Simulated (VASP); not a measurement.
# AlGa3As4 (P-43m) in VASP: further runs

Runs on AlGa3As4. Level: PBE. Tasks: single point.

Everything below comes from runs of VASP 6.6.1. Logs are shortened: lines on timing, memory, paths and dates and some standing lists are left out, and cuts for length are marked.

**1. The cell of the first run**

Symmetry: P-43m, No. 215, cubic system. Conventional cell: a = 5.741 Å, b = 5.741 Å, c = 5.741 Å, α = 90.00°, β = 90.00°, γ = 90.00°. Al (site symmetry -43m) has 4 As at 2.48 Å within 3.3 Å. Ga (site symmetry -42m) has 4 As at 2.49 Å within 3.3 Å. Within 3.3 Å of As (site symmetry 3m) lie 1 Al at 2.48 Å and 3 Ga at 2.49 Å.

**2. Single point, PBE**

INCAR

```
SYSTEM = AlGa3As4
ALGO = Normal ; EDIFF = 1E-6
ENCUT = 520 ; GGA = PE
ISIF = 2 ; ISMEAR = 0
LASPH = .True. ; LCHARG = .True.
LELF = .True. ; LREAL = .False.
LVHAR = .True. ; LWAVE = .False.
NBANDS = 41 ; NELM = 100
PREC = Accurate ; SIGMA = 0.02
```

KPOINTS

```
k-points
0
Gamma
  6 6 6
  0 0 0
```

POSCAR

```
AlGa3As4
1.0
    5.7407445401      0.0000000000      0.0000000000
    0.0000000000      5.7407445401      0.0000000000
    0.0000000000      0.0000000000      5.7407445401
Al Ga As
1 3 4
Direct
    0.0000000000      0.0000000000      0.0000000000
    0.5000000000      0.5000000000      0.0000000000
    0.5000000000      0.0000000000      0.5000000000
    0.0000000000      0.5000000000      0.5000000000
    0.7506715844      0.7506715844      0.2493284156
    0.7506715844      0.2493284156      0.7506715844
    0.2493284156      0.7506715844      0.7506715844
    0.2493284156      0.2493284156      0.2493284156
```

Potentials or basis: VASP PAW PBE potentials, release 64 (Al, Ga_d, As).

Started as:

```sh
> cat potpaw_PBE.64/Al/POTCAR potpaw_PBE.64/Ga_d/POTCAR potpaw_PBE.64/As/POTCAR > POTCAR
> mpirun -np 1 vasp_std > vasp.out
```

OUTCAR:

```text
SYSTEM = AlGa3As4
   EDIFF = 1E-6
   ENCUT = 520
   GGA = PE
   ISIF = 2
   ISMEAR = 0
   LASPH = .True.
   LREAL = .False.
   NELM = 100
   PREC = Accurate

 ion  position               nearest neighbor table
   1  0.000  0.000  0.000-   5 2.48   6 2.48   7 2.48   8 2.48
   2  0.500  0.500  0.000-   5 2.49   6 2.49   7 2.49   8 2.49
   3  0.500  0.000  0.500-   5 2.49   6 2.49   7 2.49   8 2.49
   4  0.000  0.500  0.500-   5 2.49   6 2.49   7 2.49   8 2.49
   5  0.751  0.751  0.249-   1 2.48   2 2.49   3 2.49   4 2.49
   6  0.751  0.249  0.751-   1 2.48   2 2.49   3 2.49   4 2.49
   7  0.249  0.751  0.751-   1 2.48   2 2.49   3 2.49   4 2.49
   8  0.249  0.249  0.249-   1 2.48   2 2.49   3 2.49   4 2.49

  LATTYP: Found a simple cubic cell.
 ALAT       =     5.7407445401

  Lattice vectors:

 A1 = (   5.7407445401,   0.0000000000,   0.0000000000)
 A2 = (   0.0000000000,   5.7407445401,   0.0000000000)
 A3 = (   0.0000000000,   0.0000000000,   5.7407445401)

Analysis of symmetry for initial positions (statically):
=====================================================================
 Subroutine PRICEL returns:
 Original cell was already a primitive cell.

 Routine SETGRP: Setting up the symmetry group for a
 simple cubic supercell.

 Subroutine GETGRP returns: Found 24 space group operations
 (whereof 24 operations were pure point group operations)
 out of a pool of 48 trial point group operations.

The static configuration has the point symmetry T_d .

Analysis of symmetry for dynamics (positions and initial velocities):
=====================================================================
 Subroutine PRICEL returns:
 Original cell was already a primitive cell.

 Routine SETGRP: Setting up the symmetry group for a
 simple cubic supercell.

 Subroutine GETGRP returns: Found 24 space group operations
 (whereof 24 operations were pure point group operations)
 out of a pool of 48 trial point group operations.

The dynamic configuration has the point symmetry T_d .

 Subroutine INISYM returns: Found 24 space group operations
 (whereof 24 operations are pure point group operations),
 and found     1 'primitive' translations

----------------------------------------------------------------------------------------

                                     Primitive cell

  volume of cell :     189.1928

  direct lattice vectors                    reciprocal lattice vectors
     5.740744540  0.000000000  0.000000000     0.174193433  0.000000000  0.000000000
     0.000000000  5.740744540  0.000000000     0.000000000  0.174193433  0.000000000
     0.000000000  0.000000000  5.740744540     0.000000000  0.000000000  0.174193433

  length of vectors
     5.740744540  5.740744540  5.740744540     0.174193433  0.174193433  0.174193433

  position of ions in fractional coordinates (direct lattice)
     0.000000000  0.000000000  0.000000000
     0.500000000  0.500000000  0.000000000
     0.500000000  0.000000000  0.500000000
     0.000000000  0.500000000  0.500000000
     0.750671584  0.750671584  0.249328416
     0.750671584  0.249328416  0.750671584
     0.249328416  0.750671584  0.750671584
     0.249328416  0.249328416  0.249328416

  ion indices of the primitive-cell ions
   primitive index   ion index
                 1           1
                 2           2
                 3           3
                 4           4
                 5           5
                 6           6
                 7           7
                 8           8

----------------------------------------------------------------------------------------

 KPOINTS: k-points

Automatic generation of k-mesh.
 Grid dimensions read from file:
 generate k-points for:    6    6    6

 Generating k-lattice:

  Cartesian coordinates                     Fractional coordinates (reciprocal lattice)
     0.029032239  0.000000000  0.000000000     0.166666667  0.000000000  0.000000000
     0.000000000  0.029032239  0.000000000     0.000000000  0.166666667  0.000000000
     0.000000000  0.000000000  0.029032239     0.000000000  0.000000000  0.166666667

  Length of vectors
     0.029032239  0.029032239  0.029032239

  Shift w.r.t. Gamma in fractional coordinates (k-lattice)
     0.000000000  0.000000000  0.000000000

 Subroutine IBZKPT returns following result:
 ===========================================

 Found     20 irreducible k-points:

 Following reciprocal coordinates:
            Coordinates               Weight
  0.000000  0.000000  0.000000      1.000000
  0.166667  0.000000  0.000000      6.000000
  0.333333  0.000000  0.000000      6.000000
  0.500000  0.000000  0.000000      3.000000
  0.166667  0.166667  0.000000     12.000000
  0.333333  0.166667  0.000000     24.000000
[... 12 lines left out ...]
  0.500000  0.500000  0.333333      6.000000
  0.500000  0.500000  0.500000      1.000000
   k-points           NKPTS =     20   k-points in BZ     NKDIM =     20   number of bands    NBANDS=     41
   number of dos      NEDOS =    301   number of ions     NIONS =      8
   total plane-waves  NPLWV = 110592
   dimension x,y,z NGX =    48 NGY =   48 NGZ =   48
   dimension x,y,z NGXF=    96 NGYF=   96 NGZF=   96
   ions per type =               1   3   4
   NGX,Y,Z   is equivalent  to a cutoff of  13.90, 13.90, 13.90 a.u.
   NGXF,Y,Z  is equivalent  to a cutoff of  27.80, 27.80, 27.80 a.u.
 SYSTEM =  AlGa3As4
   PREC   = accura    normal or accurate (medium, high low for compatibility)
   ISTART =      0    job   : 0-new  1-cont  2-samecut
   ICHARG =      2    charge: 1-file 2-atom 10-const
   ISPIN  =      1    spin polarized calculation?
   LNONCOLLINEAR =      F non collinear calculations
   LSORBIT =      F    spin-orbit coupling
   LASPH  =      T    aspherical Exc in radial PAW
   ENCUT  =  520.0 eV  38.22 Ry    6.18 a.u.  10.67 10.67 10.67*2*pi/ulx,y,z
   NELM   =    100;   NELMIN=  2; NELMDL= -5     # of ELM steps
   EDIFF  = 0.1E-05   stopping-criterion for ELM
   LREAL  =      F    real-space projection
   EDIFFG = 0.1E-04   stopping-criterion for IOM
   NSW    =      0    number of steps for IOM
   IBRION =     -1    ionic relax: 0-MD 1-quasi-New 2-CG
   NFREE  =      0    steps in history (QN), initial steepest desc. (CG)
   ISIF   =      2    stress and relaxation
   ISYM   =      2    0-nonsym 1-usesym 2-fastsym
   POTIM  = 0.5000    time-step for ionic-motion
   TEBEG  =    0.0;   TEEND  =   0.0 temperature during run
   PSTRESS=    0.0 pullay stress
   NELECT =      62.0000    total number of electrons
   NUPDOWN=      -1.0000    fix difference up-down
   EMIN   =  10.00;   EMAX   =-10.00  energy-range for DOS
   EFERMI =   0.00;   METHOD = LEGACY
   ISMEAR =     0;   SIGMA  =   0.02  broadening in eV -4-tet -1-fermi 0-gaus
   EFERMI_NEDOS =   21; number of points for ismear=-14 and -15
   IALGO  =     38    algorithm
   IMIX   =      4    mixing-type and parameters
     AMIX     =   0.40;   BMIX     =  1.00
     AMIX_MAG =   1.60;   BMIX_MAG =  1.00
  volume/ion in A,a.u.               =      23.65       159.59
  Fermi-wavevector in a.u.,A,eV,Ry     =   1.128679  2.132894 17.332688  1.273917
  Thomas-Fermi vector in A             =   2.265370
   LORBIT       =      0    0 simple, 1 ext, 2 COOP (PROOUT), +10 PAW based schemes
   GGA     = PE    functional components
   LHFCALC =     F    Hartree Fock is set to
   AEXX    =    0.0000 exact exchange contribution
   IVDW    =     0    specifies the selected vdW correction
   LEPSILON=     F    determine dielectric tensor
   LRPA    =     F    only Hartree local field effects (RPA)
 non-spin polarized calculation
 Gauss-broadening in eV      SIGMA  =   0.02
  energy-cutoff  :      520.00
  volume of cell :      189.19
 maximum number of plane-waves:      5125
 NGX is ok and might be reduce to    48
   NGX = 21   NGY = 21   NGZ = 21

 number of electron      62.0000051 magnetization

 Free energy of the ion-electron system (eV)
  ---------------------------------------------------
  ext. energy  EPLUGINS =         0.00000000
  ---------------------------------------------------
  free energy    TOTEN  =       -34.19453630 eV

  energy without entropy =      -34.19453630  energy(sigma->0) =      -34.19453630

 E-fermi :   3.6406     XC(G=0):  -9.2580

 val. band max:        3.5027055435   @ k =   0.0000   0.0000   0.0000
 cond. band min:       4.0472209189   @ k =   0.0000   0.0000   0.0000
 fundamental gap:      0.5445153754
 Fermi energy:         3.6406233191

 k-point     1 :       0.0000    0.0000    0.0000
  band No.  band energies     occupation
      1     -11.1876      2.00000
      2     -11.1876      2.00000
      3     -11.1876      2.00000
      4     -11.1088      2.00000
      5     -11.1088      2.00000
      6     -11.1088      2.00000
[... 33 lines left out ...]
     40       7.3549      0.00000
     41       7.3549      0.00000

 k-point     2 :       0.1667    0.0000    0.0000
  band No.  band energies     occupation
      1     -11.1857      2.00000
      2     -11.1857      2.00000
      3     -11.1849      2.00000
      4     -11.1136      2.00000
      5     -11.1084      2.00000
      6     -11.1084      2.00000
[... 33 lines left out ...]
     40       7.7734      0.00000
     41       7.7734      0.00000

 k-point     3 :       0.3333    0.0000    0.0000
  band No.  band energies     occupation
      1     -11.1815      2.00000
      2     -11.1815      2.00000
      3     -11.1783      2.00000
      4     -11.1241      2.00000
      5     -11.1065      2.00000
      6     -11.1065      2.00000
[... 33 lines left out ...]
     40       8.7605      0.00000
     41       8.7605      0.00000

 k-point     4 :       0.5000    0.0000    0.0000
  band No.  band energies     occupation
      1     -11.1792      2.00000
      2     -11.1792      2.00000
      3     -11.1739      2.00000
      4     -11.1303      2.00000
      5     -11.1032      2.00000
      6     -11.1032      2.00000
[... 649 lines left out ...]
     40       8.5300      0.00000
     41       8.6467      0.00000

 k-point    19 :       0.5000    0.5000    0.3333
  band No.  band energies     occupation
      1     -11.1864      2.00000
      2     -11.1593      2.00000
      3     -11.1593      2.00000
      4     -11.1589      2.00000
      5     -11.1058      2.00000
      6     -11.1058      2.00000
[... 33 lines left out ...]
     40       8.1189      0.00000
     41       8.3773      0.00000

 k-point    20 :       0.5000    0.5000    0.5000
  band No.  band energies     occupation
      1     -11.1871      2.00000
      2     -11.1596      2.00000
      3     -11.1596      2.00000
      4     -11.1596      2.00000
      5     -11.1067      2.00000
      6     -11.1067      2.00000
[... 33 lines left out ...]
     40       8.1799      0.00000
     41       8.2398      0.00000

------------------------ aborting loop because EDIFF is reached ----------------------------------------

  FORCE on cell =-STRESS in cart. coord.  units (eV):
  Direction    XX          YY          ZZ          XY          YZ          ZX
  --------------------------------------------------------------------------------------
  -------------------------------------------------------------------------------------
  Total        0.2218659      0.2218659      0.2218659     -0.0000000     -0.0000000      0.0000000
  in kB        1.8788689      1.8788689      1.8788689     -0.0000000     -0.0000000      0.0000000
  external PRESSURE =       1.8788689 kB  Pullay stress =       0.0000000 kB

 VOLUME and BASIS-vectors are now :
 -----------------------------------------------------------------------------
  energy-cutoff  :      520.00
  volume of cell :      189.19
      direct lattice vectors                 reciprocal lattice vectors
     5.740744540  0.000000000  0.000000000     0.174193433  0.000000000  0.000000000
     0.000000000  5.740744540  0.000000000     0.000000000  0.174193433  0.000000000
     0.000000000  0.000000000  5.740744540     0.000000000  0.000000000  0.174193433

 POSITION                                       TOTAL-FORCE (eV/Angst)
 -----------------------------------------------------------------------------------
      0.00000      0.00000      0.00000         0.000000      0.000000      0.000000
      2.87037      2.87037      0.00000         0.000000      0.000000      0.000000
      2.87037      0.00000      2.87037         0.000000      0.000000      0.000000
      0.00000      2.87037      2.87037         0.000000      0.000000      0.000000
      4.30941      4.30941      1.43133         0.002439      0.002439     -0.002439
      4.30941      1.43133      4.30941         0.002439     -0.002439      0.002439
      1.43133      4.30941      4.30941        -0.002439      0.002439      0.002439
      1.43133      1.43133      1.43133        -0.002439     -0.002439     -0.002439
 -----------------------------------------------------------------------------------
    total drift:                                0.000000      0.000000     -0.000000

  FREE ENERGIE OF THE ION-ELECTRON SYSTEM (eV)
  ---------------------------------------------------
  free  energy   TOTEN  =       -34.1945362961 eV

  energy  without entropy=      -34.1945362961  energy(sigma->0) =      -34.19453630
```

It took 2.1 min on 1 thread of Intel Xeon Platinum 8375C at 2.90GHz (Ice Lake), shared host; peak memory 0.41 GiB.

What came out:

```yaml
Free_energy: -34.1945 eV
Pressure: 0.2 GPa
Largest_force: 0.004 eV/Å
Band_gap_on_the_k_mesh: 0.54 eV, direct
```

Forces on the atoms (eV/Å):
```
Al   0.000  0.000  0.000
Ga   0.000  0.000  0.000
Ga   0.000  0.000  0.000
Ga   0.000  0.000  0.000
As   0.002  0.002 -0.002
As   0.002 -0.002  0.002
As  -0.002  0.002  0.002
As  -0.002 -0.002 -0.002
```

**3. Single point, PBE**

INCAR

```
  ALGO = Normal
  EDIFF = 1E-7
  ENCUT = 520
  GGA = PE
  ISIF = 2
  ISMEAR = 0
  LASPH = True
  LCHARG = False
  LREAL = False
  LWAVE = False
  NBANDS = 41
  NELM = 100
  PREC = Accurate
  SIGMA = 0.01
```

KPOINTS

```
k-points
0
Gamma
  6 6 6
```

POSCAR

```
AlGa3As4
1.0
    5.7413434893      0.0000000000      0.0000000000
    0.0000000000      5.7413434893      0.0000000000
    0.0000000000      0.0000000000      5.7413434893
Al Ga As
1 3 4
Direct
    0.0000000000      0.0000000000      0.0000000000
    0.5000000000      0.5000000000      0.0000000000
    0.5000000000      0.0000000000      0.5000000000
    0.0000000000      0.5000000000      0.5000000000
    0.7506851561      0.7506851561      0.2493148439
    0.7506851561      0.2493148439      0.7506851561
    0.2493148439      0.7506851561      0.7506851561
    0.2493148439      0.2493148439      0.2493148439
```

Potentials or basis: VASP PAW PBE potentials, release 64 (Al, Ga_d, As).

Started as:

```sh
> cat potpaw_PBE.64/Al/POTCAR potpaw_PBE.64/Ga_d/POTCAR potpaw_PBE.64/As/POTCAR > POTCAR
> mpirun -np 1 vasp_std > vasp.out
```

Wall time 2.4 min (1 thread of Intel Xeon Platinum 8375C at 2.90GHz (Ice Lake), shared host); peak memory 0.41 GiB.

The run converged. Its results:

| Property | Result |
| --- | --- |
| Free energy | -34.1946 eV |
| Pressure | 0.2 GPa |
| Band gap on the k mesh | 0.54 eV, direct |

Forces on the atoms (eV/Å):
```
Al   0.000  0.000  0.000
Ga   0.000  0.000  0.000
Ga   0.000  0.000  0.000
Ga   0.000  0.000  0.000
As   0.001  0.001 -0.001
As   0.001 -0.001  0.001
As  -0.001  0.001  0.001
As  -0.001 -0.001 -0.001
```

Levels at points of the mesh, in eV from the valence-band top:
| k point | band 28 | band 29 | band 30 | band 31 | band 32 | band 33 | band 34 | band 35 |
| --- | --- | --- | --- | --- | --- | --- | --- | --- |
| (0.00, 0.00, 0.00) | -2.39 | 0.00 | 0.00 | 0.00 | 0.54 | 1.56 | 1.56 | 1.56 |
| (0.50, 0.00, 0.00) | -1.54 | -1.54 | -1.45 | -1.45 | 2.03 | 2.23 | 3.21 | 3.28 |
| (0.50, 0.50, 0.00) | -1.09 | -1.08 | -1.08 | -0.99 | 2.59 | 2.74 | 2.74 | 3.15 |
| (0.50, 0.50, 0.50) | -0.97 | -0.94 | -0.94 | -0.94 | 0.94 | 0.94 | 0.94 | 1.88 |
